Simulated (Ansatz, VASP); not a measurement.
# SrTa2O2 in VASP and in Ansatz

INCAR

```
PREC = Accurate
ENCUT = 520
EDIFF = 1E-7
ISMEAR = 0
SIGMA = 0.1
LREAL = False
LASPH = True
NELM = 60
ALGO = Normal
ISIF = 2
LWAVE = False
LCHARG = False
GGA = PE
NBANDS = 30
```

The input KPOINTS:

```
Automatic mesh
0
Gamma
  6 6 4
```

POSCAR

```
SrTa2O2
1.0
    4.0130161100      0.0000000000      0.0000000000
   -2.0065080600      3.4753739000      0.0000000000
    0.0000000000      0.0000000000      6.8385167200
Sr Ta O
1 2 2
Direct
    0.0000000000      0.0000000000      0.5000000000
    0.3333333300      0.6666666700      0.0000000000
    0.6666666700      0.3333333300      0.0000000000
    0.3333333300      0.6666666700      0.5000000000
    0.6666666700      0.3333333300      0.5000000000
```

Input for Ansatz:

```yaml
crystal:
  lattice:
    - [4.01301611, 0.0, 0.0]
    - [-2.00650806, 3.4753739, 0.0]
    - [0.0, 0.0, 6.83851672]
  atoms:
    - { symbol: Sr, position: [0.0, 0.0, 0.5] }
    - { symbol: Ta, position: [0.33333333, 0.66666667, 0.0] }
    - { symbol: Ta, position: [0.66666667, 0.33333333, 0.0] }
    - { symbol: O, position: [0.33333333, 0.66666667, 0.5] }
    - { symbol: O, position: [0.66666667, 0.33333333, 0.5] }
basis:
  ecutwfc: 420
kpoints:
  mp_grid: { grid: [6, 6, 4] }
hamiltonian:
  xc: pbe
scf:
  occupations: { method: gaussian, width: 0.1 }
  lower_state_search: "off"
output:
  forces: true
  stress: true
  eigenvalues: true
```

Alike in both runs: task single point; functional PBE; k mesh 6 × 6 × 4; occupations gaussian, width 0.1 eV; no spin polarisation.

|  | VASP | Ansatz |
| --- | --- | --- |
| version | VASP 6.6.1 | Ansatz 0.2.0 |
| potentials or method | VASP PAW PBE potentials, release 64 (Sr_sv, Ta_pv, O), cutoff 520 eV | scalar-relativistic, plane waves, PAW |
| valence electrons in the cell | 44 | 48 |

```csv
,VASP,Ansatz,Ansatz less VASP
gap on the k mesh at the Fermi level (eV),none,none,-
pressure (GPa),20.9,20.1,-0.84
"traceless stress, the component that is largest in VASP (GPa)",-31.74,-30.89,+0.853
```

A gap of «none» marks a metal or a gap that the smearing closes. The functional is the same, so the differences come from potentials, cutoffs and numerics. VASP's potentials hold 44 valence electrons a cell and Ansatz's 48, so a difference there can come from the potentials and not from the codes.

Neither program's run includes spin-orbit coupling.
